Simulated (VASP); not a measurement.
# RbZr2Si3 (Cm) in VASP: single point with PBE

Aim: the single point of RbZr2Si3 with PBE.

Everything below comes from runs of VASP 6.6.1. Logs are shortened: lines on timing, memory, paths and dates and some standing lists are left out, and cuts for length are marked.

### Step 1. The cell of the first run

It takes space group Cm (No. 8, monoclinic). The conventional cell has a = 9.517 Å, b = 3.752 Å, c = 9.572 Å, α = 90.00°, β = 113.59°, γ = 90.00°. Within 4.8 Å of Rb (site symmetry m) lie 6 Si at 3.64 to 3.84 Å and 2 Rb at 3.75 Å and 5 Zr at 4.25 to 4.35 Å. Within 3.6 Å of Zr (site symmetry m) lie 6 Si at 2.72 to 2.96 Å and 3 Zr at 3.28 to 3.29 Å. Within 3.6 Å of Zr (site symmetry m) lie 8 Si at 2.72 to 3.10 Å and 3 Zr at 3.28 to 3.29 Å. Within 3.2 Å of Si (site symmetry m) lie 2 Si at 2.38 Å and 4 Zr at 2.90 to 3.10 Å. Si (site symmetry m) has 1 Si at 2.41 Å and 5 Zr at 2.72 to 2.85 Å within 3.2 Å. Si (site symmetry m) has 3 Si at 2.38 to 2.41 Å and 5 Zr at 2.72 to 2.79 Å within 3.1 Å.

The cell was built from a structure type or drawn by symmetry, and may not be a known phase.

### Step 2. Single point, PBE

Input file INCAR:

```
ALGO = Normal ; EDIFF = 1E-7
ENCUT = 520 ; GGA = PE
ISIF = 2 ; ISMEAR = 0
LASPH = T ; LCHARG = F
LREAL = F ; LWAVE = F
NBANDS = 32 ; NELM = 60
PREC = Accurate ; SIGMA = 0.1
```

Input file KPOINTS:

```
k-points
0
Gamma
  10 10 4
```

Input file POSCAR:

```
RbZr2Si3
1.0
    4.7584061109     -1.8761702461     -0.0015552666
    4.7584061109      1.8761702461     -0.0015552666
   -3.8281622257      0.0000000000      8.7737035214
Rb Zr Si
1 2 3
Direct
    0.1878418261      0.1878418261      0.5653439883
    0.6193579265      0.6193579265      0.9429656882
    0.4121519850      0.4121519850      0.1471405691
    0.7675558825      0.7675558825      0.2796760659
    0.8929407182      0.8929407182      0.9155047823
    0.1201516719      0.1201516719      0.1493689561
```

Potentials or basis: VASP PAW PBE potentials, release 64 (Rb_sv, Zr_sv, Si).

On the command line:

```sh
cat potpaw_PBE.64/Rb_sv/POTCAR potpaw_PBE.64/Zr_sv/POTCAR potpaw_PBE.64/Si/POTCAR > POTCAR
mpirun -np 1 vasp_std > vasp.out
```

OUTCAR:

```text
EDIFF = 1E-7
   ENCUT = 520
   GGA = PE
   ISIF = 2
   ISMEAR = 0
   LASPH = T
   LREAL = F
   NELM = 60
   PREC = Accurate

 ion  position               nearest neighbor table
   1  0.188  0.188  0.565-   4 3.64   4 3.64   5 3.65   5 3.65   6 3.77   4 3.84   3 4.25   3 4.25
                             2 4.25   2 4.35   2 4.35
   2  0.619  0.619  0.943-   5 2.72   6 2.72   6 2.72   5 2.79   5 2.79   4 2.96   3 3.28   3 3.28
                             3 3.29   1 4.25   1 4.35   1 4.35
   3  0.412  0.412  0.147-   6 2.72   6 2.72   6 2.79   5 2.85   5 2.85   4 2.90   4 2.90   4 3.10
                             2 3.28   2 3.28   2 3.29   1 4.25   1 4.25
   4  0.768  0.768  0.280-   6 2.38   6 2.38   3 2.90   3 2.90   2 2.96   3 3.10   1 3.64   1 3.64
                             1 3.84
   5  0.893  0.893  0.916-   6 2.41   2 2.72   2 2.79   2 2.79   3 2.85   3 2.85   1 3.65   1 3.65

   6  0.120  0.120  0.149-   4 2.38   4 2.38   5 2.41   3 2.72   3 2.72   2 2.72   2 2.72   3 2.79
                             1 3.77

  LATTYP: Found a base centered monoclinic cell.
 ALAT       =     9.5168127301
 B/A-ratio  =     0.3942854187
 C/A-ratio  =     1.0058511508
 COS(beta)  =    -0.4002121555

  Lattice vectors:

 A1 = (   4.7584061109,  -1.8761702461,  -0.0015552666)
 A2 = (   4.7584061109,   1.8761702461,  -0.0015552666)
 A3 = (  -3.8281622257,   0.0000000000,   8.7737035214)

Analysis of symmetry for initial positions (statically):
=====================================================================
 Subroutine PRICEL returns:
 Original cell was already a primitive cell.

 Routine SETGRP: Setting up the symmetry group for a
 base centered monoclinic supercell.

 Subroutine GETGRP returns: Found  2 space group operations
 (whereof  2 operations were pure point group operations)
 out of a pool of  4 trial point group operations.

The static configuration has the point symmetry C_1h.

Analysis of symmetry for dynamics (positions and initial velocities):
=====================================================================
 Subroutine PRICEL returns:
 Original cell was already a primitive cell.

 Routine SETGRP: Setting up the symmetry group for a
 base centered monoclinic supercell.

 Subroutine GETGRP returns: Found  2 space group operations
 (whereof  2 operations were pure point group operations)
 out of a pool of  4 trial point group operations.

The dynamic configuration has the point symmetry C_1h.

 Subroutine INISYM returns: Found  2 space group operations
 (whereof  2 operations are pure point group operations),
 and found     1 'primitive' translations

----------------------------------------------------------------------------------------

                                     Primitive cell

  volume of cell :     156.6335

  direct lattice vectors                    reciprocal lattice vectors
     4.758406111 -1.876170246 -0.001555267     0.105092189 -0.266500335  0.045854062
     4.758406111  1.876170246 -0.001555267     0.105092189  0.266500335  0.045854062
    -3.828162226  0.000000000  8.773703521     0.000037258  0.000000000  0.113993210

  length of vectors
     5.114923844  5.114923844  9.572497036     0.290119617  0.290119617  0.113993216

  position of ions in fractional coordinates (direct lattice)
     0.187841826  0.187841826  0.565343988
     0.619357927  0.619357927  0.942965688
     0.412151985  0.412151985  0.147140569
     0.767555882  0.767555882  0.279676066
     0.892940718  0.892940718  0.915504782
     0.120151672  0.120151672  0.149368956

  ion indices of the primitive-cell ions
   primitive index   ion index
                 1           1
                 2           2
                 3           3
                 4           4
                 5           5
                 6           6

----------------------------------------------------------------------------------------

 KPOINTS: k-points

Automatic generation of k-mesh.
 Grid dimensions read from file:
 generate k-points for:   10   10    4

 Generating k-lattice:

  Cartesian coordinates                     Fractional coordinates (reciprocal lattice)
     0.010509219 -0.026650034  0.004585406     0.100000000 -0.000000000  0.000000000
     0.010509219  0.026650034  0.004585406    -0.000000000  0.100000000  0.000000000
     0.000009315  0.000000000  0.028498303     0.000000000  0.000000000  0.250000000

  Length of vectors
     0.029011962  0.029011962  0.028498304

  Shift w.r.t. Gamma in fractional coordinates (k-lattice)
     0.000000000  0.000000000  0.000000000

 Subroutine IBZKPT returns following result:
 ===========================================

 Found    117 irreducible k-points:

 Following reciprocal coordinates:
            Coordinates               Weight
  0.000000  0.000000  0.000000      1.000000
  0.100000  0.000000 -0.000000      4.000000
  0.200000  0.000000 -0.000000      4.000000
  0.300000  0.000000 -0.000000      4.000000
  0.400000 -0.000000  0.000000      4.000000
  0.500000  0.000000 -0.000000      2.000000
[... 16 lines left out ...]
  0.300000  0.300000 -0.000000      2.000000
  0.400000  0.300000  0.000000      4.000000
 [... further k-points ...]
   k-points           NKPTS =    117   k-points in BZ     NKDIM =    117   number of bands    NBANDS=     32
   number of dos      NEDOS =    301   number of ions     NIONS =      6
   total plane-waves  NPLWV = 115200
   dimension x,y,z NGX =    40 NGY =   40 NGZ =   72
   dimension x,y,z NGXF=    80 NGYF=   80 NGZF=  144
   ions per type =               1   2   3
   NGX,Y,Z   is equivalent  to a cutoff of  13.00, 13.00, 12.50 a.u.
   NGXF,Y,Z  is equivalent  to a cutoff of  26.00, 26.00, 25.01 a.u.
 SYSTEM =  unknown system
   PREC   = accura    normal or accurate (medium, high low for compatibility)
   ISTART =      0    job   : 0-new  1-cont  2-samecut
   ICHARG =      2    charge: 1-file 2-atom 10-const
   ISPIN  =      1    spin polarized calculation?
   LNONCOLLINEAR =      F non collinear calculations
   LSORBIT =      F    spin-orbit coupling
   LASPH  =      T    aspherical Exc in radial PAW
   ENCUT  =  520.0 eV  38.22 Ry    6.18 a.u.   9.51  9.51 17.80*2*pi/ulx,y,z
   NELM   =     60;   NELMIN=  2; NELMDL= -5     # of ELM steps
   EDIFF  = 0.1E-06   stopping-criterion for ELM
   LREAL  =      F    real-space projection
   EDIFFG = 0.1E-05   stopping-criterion for IOM
   NSW    =      0    number of steps for IOM
   IBRION =     -1    ionic relax: 0-MD 1-quasi-New 2-CG
   NFREE  =      0    steps in history (QN), initial steepest desc. (CG)
   ISIF   =      2    stress and relaxation
   ISYM   =      2    0-nonsym 1-usesym 2-fastsym
   POTIM  = 0.5000    time-step for ionic-motion
   TEBEG  =    0.0;   TEEND  =   0.0 temperature during run
   PSTRESS=    0.0 pullay stress
   NELECT =      45.0000    total number of electrons
   NUPDOWN=      -1.0000    fix difference up-down
   EMIN   =  10.00;   EMAX   =-10.00  energy-range for DOS
   EFERMI =   0.00;   METHOD = LEGACY
   ISMEAR =     0;   SIGMA  =   0.10  broadening in eV -4-tet -1-fermi 0-gaus
   EFERMI_NEDOS =   21; number of points for ismear=-14 and -15
   IALGO  =     38    algorithm
   IMIX   =      4    mixing-type and parameters
     AMIX     =   0.40;   BMIX     =  1.00
     AMIX_MAG =   1.60;   BMIX_MAG =  1.00
  volume/ion in A,a.u.               =      26.11       176.17
  Fermi-wavevector in a.u.,A,eV,Ry     =   1.080233  2.041344 15.876682  1.166903
  Thomas-Fermi vector in A             =   2.216219
   LORBIT       =      0    0 simple, 1 ext, 2 COOP (PROOUT), +10 PAW based schemes
   GGA     = PE    functional components
   LHFCALC =     F    Hartree Fock is set to
   AEXX    =    0.0000 exact exchange contribution
   IVDW    =     0    specifies the selected vdW correction
   LEPSILON=     F    determine dielectric tensor
   LRPA    =     F    only Hartree local field effects (RPA)
 non-spin polarized calculation
 Gauss-broadening in eV      SIGMA  =   0.10
  energy-cutoff  :      520.00
  volume of cell :      156.63
 maximum number of plane-waves:      4244
 NGX is ok and might be reduce to    40
   NGX = 19   NGY = 19   NGZ = 35

 number of electron      45.0000000 magnetization

 Free energy of the ion-electron system (eV)
  ---------------------------------------------------
  ext. energy  EPLUGINS =         0.00000000
  ---------------------------------------------------
  free energy    TOTEN  =       -36.01986602 eV

  energy without entropy =      -35.98997879  energy(sigma->0) =      -36.00492241

 E-fermi :   5.3131     XC(G=0):  -9.0822

 val. band max:        5.3127163170   @ k =   0.5000   0.2000   0.2500
 cond. band min:       5.3182665043   @ k =  -0.4000   0.4000   0.0000
 fundamental gap:      0.0055501874
 Fermi energy:         5.3131388737

 k-point     1 :       0.0000    0.0000    0.0000
  band No.  band energies     occupation
      1     -43.5564      2.00000
      2     -43.4867      2.00000
      3     -22.6327      2.00000
      4     -21.8032      2.00000
      5     -21.6946      2.00000
      6     -21.5946      2.00000
[... 24 lines left out ...]
     31       8.4939      0.00000
     32       9.0530      0.00000

 k-point     2 :       0.1000    0.0000   -0.0000
  band No.  band energies     occupation
      1     -43.5548      2.00000
      2     -43.4870      2.00000
      3     -22.6272      2.00000
      4     -21.8035      2.00000
      5     -21.6939      2.00000
      6     -21.6030      2.00000
[... 24 lines left out ...]
     31       8.6991      0.00000
     32       9.2182      0.00000
[... 733 lines left out ...]
     31       8.5833      0.00000
     32       9.2316      0.00000

 k-point    24 :       0.4000    0.3000    0.0000
  band No.  band energies     occupation
      1     -43.5465      2.00000
      2     -43.4951      2.00000
      3     -22.6255      2.00000
      4     -21.8476      2.00000
      5     -21.7120      2.00000
      6     -21.6057      2.00000
[... 24 lines left out ...]
     31       8.7171      0.00000
     32       9.1185      0.00000

 [... further k-points ...]

------------------------ aborting loop because EDIFF is reached ----------------------------------------

  FORCE on cell =-STRESS in cart. coord.  units (eV):
  Direction    XX          YY          ZZ          XY          YZ          ZX
  --------------------------------------------------------------------------------------
  -------------------------------------------------------------------------------------
  Total        0.0044908     -0.0051415      0.0300424      0.0000000      0.0000000     -0.0359274
  in kB        0.0459351     -0.0525914      0.3072985      0.0000000      0.0000000     -0.3674955
  external PRESSURE =       0.1002141 kB  Pullay stress =       0.0000000 kB

 VOLUME and BASIS-vectors are now :
 -----------------------------------------------------------------------------
  energy-cutoff  :      520.00
  volume of cell :      156.63
      direct lattice vectors                 reciprocal lattice vectors
     4.758406111 -1.876170246 -0.001555267     0.105092189 -0.266500335  0.045854062
     4.758406111  1.876170246 -0.001555267     0.105092189  0.266500335  0.045854062
    -3.828162226  0.000000000  8.773703521     0.000037258  0.000000000  0.113993210

 POSITION                                       TOTAL-FORCE (eV/Angst)
 -----------------------------------------------------------------------------------
     -0.37657      0.00000      4.95958        -0.000379      0.000000      0.001678
      2.28449      0.00000      8.27137         0.001312      0.000000     -0.005094
      3.35910      0.00000      1.28969        -0.000573      0.000000      0.002786
      6.23404      0.00000      2.45141        -0.010681      0.000000     -0.002482
      4.99325      0.00000      8.02959        -0.001734      0.000000      0.006215
      0.57165      0.00000      1.31015         0.012056      0.000000     -0.003103
 -----------------------------------------------------------------------------------
    total drift:                               -0.000004     -0.000000     -0.000038

  FREE ENERGIE OF THE ION-ELECTRON SYSTEM (eV)
  ---------------------------------------------------
  free  energy   TOTEN  =       -36.0198660215 eV

  energy  without entropy=      -35.9899787906  energy(sigma->0) =      -36.00492241
```

Run time: 6 min. Hardware: 1 thread of Intel Xeon 6975P-C (Granite Rapids), shared host; peak memory 0.69 GiB.

What came out:

```yaml
Free_energy: -36.0199 eV
Pressure: 0.0 GPa
Largest_force: 0.012 eV/Å
Band_gap_on_the_k_mesh: zero (an odd number of electrons rules out a gap without spin polarisation)
```

Forces on the atoms (eV/Å):
```
Rb   0.000  0.000  0.002
Zr   0.001  0.000 -0.005
Zr  -0.001  0.000  0.003
Si  -0.011  0.000 -0.002
Si  -0.002  0.000  0.006
Si   0.012  0.000 -0.003
```
